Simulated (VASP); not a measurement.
# TaN (P-62m) in VASP: a series of runs

The runs below take TaN through single point, with PBEsol.

Everything below comes from runs of VASP 6.6.1. Logs are shortened: lines on timing, memory, paths and dates and some standing lists are left out, and cuts for length are marked.

### 1 The cell of the first run

The structure is hexagonal, space group P-62m (No. 189). Conventional cell: a = 5.181 Å, b = 5.181 Å, c = 2.894 Å, α = 90.00°, β = 90.00°, γ = 120.00°. Ta (site symmetry -62m) has 3 N at 2.04 Å within 2.7 Å. Within 2.8 Å of Ta (site symmetry -6) lie 6 N at 2.15 Å. N (site symmetry m2m) has 5 Ta at 2.04 to 2.15 Å within 2.7 Å.

### 2 Single point, PBEsol

INCAR reads:

```
SYSTEM = TaN
PREC = Accurate
ENCUT = 520
EDIFF = 1E-6
ISMEAR = -1
SIGMA = 0.05
LREAL = .FALSE.
LASPH = .TRUE.
NELM = 100
ALGO = Normal
ISIF = 2
LWAVE = .FALSE.
LCHARG = .FALSE.
GGA = PS
NBANDS = 33
```

KPOINTS reads:

```
regular mesh
0
G
  6 6 9
  0 0 0
```

POSCAR reads:

```
TaN
1.0
    5.1808746175      0.0000000000      0.0000000000
   -2.5904373087      4.4867690325      0.0000000000
    0.0000000000      0.0000000000      2.8942434882
Ta N
3 3
Direct
    0.0000000000      0.0000000000      0.0000000000
    0.6666666667      0.3333333333      0.5000000000
    0.3333333333      0.6666666667      0.5000000000
    0.0000000000      0.3934056546      0.0000000000
    0.6065943454      0.6065943454      0.0000000000
    0.3934056546      0.0000000000      0.0000000000
```

Potentials or basis: VASP PAW PBE potentials, release 64 (Ta_pv, N).

Run with:

```bash
cat potpaw_PBE.64/Ta_pv/POTCAR potpaw_PBE.64/N/POTCAR > POTCAR
mpirun -np 1 vasp_std > vasp.out
```

OUTCAR:

```text
SYSTEM = TaN
   PREC = Accurate
   ENCUT = 520
   EDIFF = 1E-6
   ISMEAR = -1
   LREAL = .FALSE.
   LASPH = .TRUE.
   NELM = 100
   ISIF = 2
   GGA = PS

 ion  position               nearest neighbor table
   1  0.000  0.000  0.000-   4 2.04   5 2.04   6 2.04   3 3.32   2 3.32   2 3.32   3 3.32   3 3.32
                             3 3.32   2 3.32   2 3.32   2 3.32   2 3.32   3 3.32   3 3.32
   2  0.667  0.333  0.500-   4 2.15   4 2.15   6 2.15   6 2.15   5 2.15   5 2.15   3 2.99   3 2.99
                             3 2.99   1 3.32   1 3.32   1 3.32   1 3.32   1 3.32   1 3.32
   3  0.333  0.667  0.500-   6 2.15   6 2.15   4 2.15   4 2.15   5 2.15   5 2.15   2 2.99   2 2.99
                             2 2.99   1 3.32   1 3.32   1 3.32   1 3.32   1 3.32   1 3.32
   4  0.000  0.393  0.000-   1 2.04   2 2.15   2 2.15   3 2.15   3 2.15
   5  0.607  0.607  0.000-   1 2.04   2 2.15   2 2.15   3 2.15   3 2.15
   6  0.393  0.000  0.000-   1 2.04   3 2.15   3 2.15   2 2.15   2 2.15

  LATTYP: Found a hexagonal cell.
 ALAT       =     5.1808746175
 C/A-ratio  =     0.5586399405

  Lattice vectors:

 A1 = (   5.1808746175,   0.0000000000,   0.0000000000)
 A2 = (  -2.5904373087,   4.4867690325,   0.0000000000)
 A3 = (   0.0000000000,   0.0000000000,   2.8942434882)

Analysis of symmetry for initial positions (statically):
=====================================================================
 Subroutine PRICEL returns:
 Original cell was already a primitive cell.

 Routine SETGRP: Setting up the symmetry group for a
 hexagonal supercell.

 Subroutine GETGRP returns: Found 12 space group operations
 (whereof 12 operations were pure point group operations)
 out of a pool of 24 trial point group operations.

The static configuration has the point symmetry D_3h.

Analysis of symmetry for dynamics (positions and initial velocities):
=====================================================================
 Subroutine PRICEL returns:
 Original cell was already a primitive cell.

 Routine SETGRP: Setting up the symmetry group for a
 hexagonal supercell.

 Subroutine GETGRP returns: Found 12 space group operations
 (whereof 12 operations were pure point group operations)
 out of a pool of 24 trial point group operations.

The dynamic configuration has the point symmetry D_3h.

 Subroutine INISYM returns: Found 12 space group operations
 (whereof 12 operations are pure point group operations),
 and found     1 'primitive' translations

[... 101 lines left out ...]
   NELM   =    100;   NELMIN=  2; NELMDL= -5     # of ELM steps
   EDIFF  = 0.1E-05   stopping-criterion for ELM
   LREAL  =      F    real-space projection
   EDIFFG = 0.1E-04   stopping-criterion for IOM
   NSW    =      0    number of steps for IOM
   IBRION =     -1    ionic relax: 0-MD 1-quasi-New 2-CG
   NFREE  =      0    steps in history (QN), initial steepest desc. (CG)
   ISIF   =      2    stress and relaxation
   ISYM   =      2    0-nonsym 1-usesym 2-fastsym
   POTIM  = 0.5000    time-step for ionic-motion
   TEBEG  =    0.0;   TEEND  =   0.0 temperature during run
   PSTRESS=    0.0 pullay stress
   NELECT =      48.0000    total number of electrons
   NUPDOWN=      -1.0000    fix difference up-down
   EMIN   =  10.00;   EMAX   =-10.00  energy-range for DOS
   EFERMI =   0.00;   METHOD = LEGACY
   ISMEAR =    -1;   SIGMA  =   0.05  broadening in eV -4-tet -1-fermi 0-gaus
   EFERMI_NEDOS =   21; number of points for ismear=-14 and -15
   IALGO  =     38    algorithm
   IMIX   =      4    mixing-type and parameters
     AMIX     =   0.40;   BMIX     =  1.00
     AMIX_MAG =   1.60;   BMIX_MAG =  1.00
  volume/ion in A,a.u.               =      11.21        75.67
  Fermi-wavevector in a.u.,A,eV,Ry     =   1.462844  2.764374 29.115270  2.139912
  Thomas-Fermi vector in A             =   2.579009
   LORBIT       =      0    0 simple, 1 ext, 2 COOP (PROOUT), +10 PAW based schemes
   GGA     = PS    functional components
   LHFCALC =     F    Hartree Fock is set to
   AEXX    =    0.0000 exact exchange contribution
   IVDW    =     0    specifies the selected vdW correction
   LEPSILON=     F    determine dielectric tensor
   LRPA    =     F    only Hartree local field effects (RPA)
 non-spin polarized calculation
  energy-cutoff  :      520.00
  volume of cell :       67.28
 maximum number of plane-waves:      1840
 NGX is ok and might be reduce to    40
   NGX = 19   NGY = 19   NGZ = 11

 number of electron      48.0000000 magnetization

 Free energy of the ion-electron system (eV)
  ---------------------------------------------------
  ext. energy  EPLUGINS =         0.00000000
  ---------------------------------------------------
  free energy    TOTEN  =       -71.44259065 eV

  energy without entropy =      -71.43589391  energy(sigma->0) =      -71.43924228

 E-fermi :   8.2845     XC(G=0): -13.2232

 val. band max:        8.2699096093   @ k =   0.0000   0.0000   0.2222
 cond. band min:       8.2872956410   @ k =   0.1667   0.0000   0.2222
 fundamental gap:      0.0173860318
 Fermi energy:         8.2845116971

 k-point     1 :       0.0000    0.0000    0.0000
  band No.  band energies     occupation
      1     -27.8742      2.00000
      2     -27.8742      2.00000
      3     -27.5103      2.00000
      4     -27.5103      2.00000
      5     -27.3190      2.00000
      6     -27.2065      2.00000
[... 853 lines left out ...]
     32      12.0752      0.00000
     33      13.4360      0.00000

 [... further k-points ...]
[... 5 lines left out ...]
  --------------------------------------------------------------------------------------
  -------------------------------------------------------------------------------------
  Total        0.3753782      0.3753782      0.3328431      0.0000000      0.0000000      0.0000000
  in kB        8.9393874      8.9393874      7.9264420      0.0000000      0.0000000      0.0000000
  external PRESSURE =       8.6017389 kB  Pullay stress =       0.0000000 kB

 VOLUME and BASIS-vectors are now :
 -----------------------------------------------------------------------------
  energy-cutoff  :      520.00
  volume of cell :       67.28
      direct lattice vectors                 reciprocal lattice vectors
     5.180874617  0.000000000  0.000000000     0.193017603  0.111438765  0.000000000
    -2.590437309  4.486769032  0.000000000     0.000000000  0.222877530  0.000000000
     0.000000000  0.000000000  2.894243488     0.000000000  0.000000000  0.345513432

 POSITION                                       TOTAL-FORCE (eV/Angst)
 -----------------------------------------------------------------------------------
      0.00000      0.00000      0.00000         0.000000     -0.000000      0.000000
      2.59044      1.49559      1.44712         0.000000     -0.000000      0.000000
     -0.00000      2.99118      1.44712         0.000000     -0.000000      0.000000
     -1.01909      1.76512      0.00000         0.000086     -0.000150      0.000000
      1.57134      2.72165      0.00000         0.000086      0.000150     -0.000000
      2.03819      0.00000      0.00000        -0.000173     -0.000000      0.000000
 -----------------------------------------------------------------------------------
    total drift:                               -0.000002     -0.000003      0.000000

  FREE ENERGIE OF THE ION-ELECTRON SYSTEM (eV)
  ---------------------------------------------------
  free  energy   TOTEN  =       -71.4425906470 eV

  energy  without entropy=      -71.4358939146  energy(sigma->0) =      -71.43924228
```

OSZICAR:

```text
N       E                     dE             d eps       ncg     rms          rms(c)
DAV:   1     0.442960318173E+03    0.44296E+03   -0.26095E+04  2310   0.152E+03
DAV:   2    -0.522591010287E+02   -0.49522E+03   -0.47281E+03  2694   0.450E+02
DAV:   3    -0.800842633090E+02   -0.27825E+02   -0.27414E+02  2843   0.103E+02
DAV:   4    -0.806095802583E+02   -0.52532E+00   -0.52210E+00  2851   0.141E+01
DAV:   5    -0.806217775909E+02   -0.12197E-01   -0.12184E-01  2948   0.171E+00    0.449E+01
DAV:   6    -0.717650362346E+02    0.88567E+01   -0.43833E+01  2942   0.358E+01    0.190E+01
DAV:   7    -0.715309773150E+02    0.23406E+00   -0.20264E+00  2833   0.792E+00    0.109E+01
DAV:   8    -0.714575471957E+02    0.73430E-01   -0.35189E-01  2819   0.363E+00    0.968E-01
DAV:   9    -0.714435498125E+02    0.13997E-01   -0.35690E-02  2963   0.142E+00    0.369E-01
DAV:  10    -0.714428422853E+02    0.70753E-03   -0.11346E-02  2785   0.539E-01    0.196E-01
DAV:  11    -0.714426220681E+02    0.22022E-03   -0.20869E-03  2930   0.279E-01    0.431E-02
DAV:  12    -0.714425906232E+02    0.31445E-04   -0.18550E-04  2837   0.803E-02    0.151E-02
DAV:  13    -0.714425906470E+02   -0.23840E-07   -0.94835E-06  2497   0.187E-02
   1 F= -.71442591E+02 E0= -.71439242E+02  d E =-.669673E-02
```

stdout:

```text
POSCAR found type information on POSCAR TaN
 POSCAR found :  2 types and       6 ions
 scaLAPACK will be used
 -----------------------------------------------------------------------------
|                                                                             |
|                                                                             |
|     You enforced a specific xc type in the INCAR file but a different       |
|     I HOPE YOU KNOW WHAT YOU ARE DOING!                                     |
|                                                                             |
 -----------------------------------------------------------------------------

 LDA part: xc-table for (Slater+PW92), standard interpolation
 POSCAR, INCAR and KPOINTS ok, starting setup
 FFT: planning ... GRIDC
 FFT: planning ... GRID_SOFT
 FFT: planning ... GRID
 WAVECAR not read
 entering main loop
```

Run time: 26 s. Hardware: 1 thread of Intel Xeon 6975P-C (Granite Rapids), shared host; peak memory 0.22 GiB.

Results:

* Free energy: -71.4426 eV
* Pressure: 0.9 GPa
* Band gap on the k mesh: zero (band 24 reaches 10.12 eV, above the bottom of band 25 at 6.93 eV)

Caveat: the PAW data sets were made with another functional, which shifts forces and pressure a little; spin-orbit coupling is left out, which moves the levels of the heavy elements.

### 3 Single point, PBEsol

This run uses another cell than the first one, of 11.34 Å³/atom, 1.012 times its volume.

INCAR reads:

```
SYSTEM = TaN
PREC = Accurate
ENCUT = 520
EDIFF = 1E-7
ISMEAR = -1
SIGMA = 0.05
LREAL = .FALSE.
LASPH = .TRUE.
NELM = 100
ALGO = Normal
ISIF = 2
LWAVE = .FALSE.
LCHARG = .TRUE.
GGA = PS
LELF = .TRUE.
LVHAR = .TRUE.
NBANDS = 33
```

KPOINTS reads:

```
Automatic mesh
0
G
  6 6 9
  0 0 0
```

POSCAR reads:

```
TaN
1.0
    5.1960000000      0.0000000000      0.0000000000
   -2.5980000000      4.4998679981      0.0000000000
    0.0000000000      0.0000000000      2.9110000000
Ta N
3 3
Direct
    0.0000000000      0.0000000000      0.0000000000
    0.6666666667      0.3333333333      0.5000000000
    0.3333333333      0.6666666667      0.5000000000
    0.0000000000      0.3928500000      0.0000000000
    0.6071500000      0.6071500000      0.0000000000
    0.3928500000      0.0000000000      0.0000000000
```

Potentials or basis: VASP PAW PBE potentials, release 64 (Ta_pv, N).

Run with:

```bash
cat potpaw_PBE.64/Ta_pv/POTCAR potpaw_PBE.64/N/POTCAR > POTCAR
mpirun -np 1 vasp_std > vasp.out
```

OUTCAR:

```text
SYSTEM = TaN
   PREC = Accurate
   ENCUT = 520
   EDIFF = 1E-7
   ISMEAR = -1
   LREAL = .FALSE.
   LASPH = .TRUE.
   NELM = 100
   ISIF = 2
   GGA = PS

 ion  position               nearest neighbor table
   1  0.000  0.000  0.000-   6 2.04   5 2.04   4 2.04   3 3.33   2 3.33   2 3.33   3 3.33   2 3.33
                             2 3.33   3 3.33   3 3.33   2 3.33   2 3.33   3 3.33   3 3.33
   2  0.667  0.333  0.500-   4 2.16   4 2.16   6 2.16   6 2.16   5 2.16   5 2.16   3 3.00   3 3.00
                             3 3.00   1 3.33   1 3.33   1 3.33   1 3.33   1 3.33   1 3.33
   3  0.333  0.667  0.500-   6 2.16   6 2.16   4 2.16   4 2.16   5 2.16   5 2.16   2 3.00   2 3.00
                             2 3.00   1 3.33   1 3.33   1 3.33   1 3.33   1 3.33   1 3.33
   4  0.000  0.393  0.000-   1 2.04   2 2.16   2 2.16   3 2.16   3 2.16
   5  0.607  0.607  0.000-   1 2.04   3 2.16   3 2.16   2 2.16   2 2.16
   6  0.393  0.000  0.000-   1 2.04   3 2.16   3 2.16   2 2.16   2 2.16

  LATTYP: Found a hexagonal cell.
 ALAT       =     5.1960000000
 C/A-ratio  =     0.5602386451

  Lattice vectors:

 A1 = (   5.1960000000,   0.0000000000,   0.0000000000)
 A2 = (  -2.5980000000,   4.4998679981,   0.0000000000)
 A3 = (   0.0000000000,   0.0000000000,   2.9110000000)

[... 180 lines left out ...]
  energy without entropy =      -71.43045585  energy(sigma->0) =      -71.43379373

 E-fermi :   8.1520     XC(G=0): -13.1611

 val. band max:        8.1513099514   @ k =   0.1667   0.0000   0.3333
 cond. band min:       8.1613212395   @ k =   0.1667   0.0000   0.2222
 fundamental gap:      0.0100112882
 Fermi energy:         8.1520449376

 k-point     1 :       0.0000    0.0000    0.0000
  band No.  band energies     occupation
      1     -28.0002      2.00000
      2     -28.0002      2.00000
      3     -27.6465      2.00000
      4     -27.6465      2.00000
      5     -27.4736      2.00000
      6     -27.3655      2.00000
[... 853 lines left out ...]
     32      11.8850      0.00000
     33      13.2284      0.00000

 [... further k-points ...]
[... 5 lines left out ...]
  --------------------------------------------------------------------------------------
  -------------------------------------------------------------------------------------
  Total       -0.9960970     -0.9960970     -1.7684613      0.0000000      0.0000000      0.0000000
  in kB      -23.4477445    -23.4477445    -41.6289082      0.0000000      0.0000000      0.0000000
  external PRESSURE =     -29.5081324 kB  Pullay stress =       0.0000000 kB

 VOLUME and BASIS-vectors are now :
 -----------------------------------------------------------------------------
  energy-cutoff  :      520.00
  volume of cell :       68.06
      direct lattice vectors                 reciprocal lattice vectors
     5.196000000  0.000000000  0.000000000     0.192455735  0.111114371  0.000000000
    -2.598000000  4.499867998  0.000000000     0.000000000  0.222228741  0.000000000
     0.000000000  0.000000000  2.911000000     0.000000000  0.000000000  0.343524562

 POSITION                                       TOTAL-FORCE (eV/Angst)
 -----------------------------------------------------------------------------------
      0.00000      0.00000      0.00000        -0.000000      0.000000     -0.000000
      2.59800      1.49996      1.45550        -0.000000      0.000000     -0.000000
     -0.00000      2.99991      1.45550        -0.000000      0.000000     -0.000000
     -1.02062      1.76777      0.00000        -0.012809      0.022186     -0.000000
      1.57738      2.73209      0.00000        -0.012809     -0.022186     -0.000000
      2.04125      0.00000      0.00000         0.025618      0.000000      0.000000
 -----------------------------------------------------------------------------------
    total drift:                               -0.000002     -0.000003      0.000000

  FREE ENERGIE OF THE ION-ELECTRON SYSTEM (eV)
  ---------------------------------------------------
  free  energy   TOTEN  =       -71.4371316113 eV

  energy  without entropy=      -71.4304558519  energy(sigma->0) =      -71.43379373
```

It took 30 s on 1 thread of Intel Xeon 6975P-C (Granite Rapids), shared host; peak memory 0.21 GiB.

What came out:

* Free energy: -71.4371 eV
* Pressure: -3.0 GPa
* Largest force: 0.026 eV/Å
* Band gap on the k mesh: zero (band 24 reaches 9.93 eV, above the bottom of band 25 at 6.83 eV)

Forces on the atoms (eV/Å):
```
Ta   0.000  0.000  0.000
Ta   0.000  0.000  0.000
Ta   0.000  0.000  0.000
N   -0.013  0.022  0.000
N   -0.013 -0.022  0.000
N    0.026  0.000  0.000
```

Levels at points of the mesh, in eV from the Fermi level:
```
           k point  band 20  band 21  band 22  band 23  band 24  band 25  band 26  band 27  band 28  band 29
(0.00, 0.00, 0.00)    -5.00    -4.22    -3.29    -1.90    -0.89    -0.89     0.58     0.58     1.85     1.94
(0.50, 0.00, 0.00)    -4.58    -3.86    -3.84    -2.82    -2.62     1.22     1.80     1.93     2.43     2.44
```

Caveat: the PAW data sets were made with another functional, which shifts forces and pressure a little; spin-orbit coupling is left out, which moves the levels of the heavy elements.
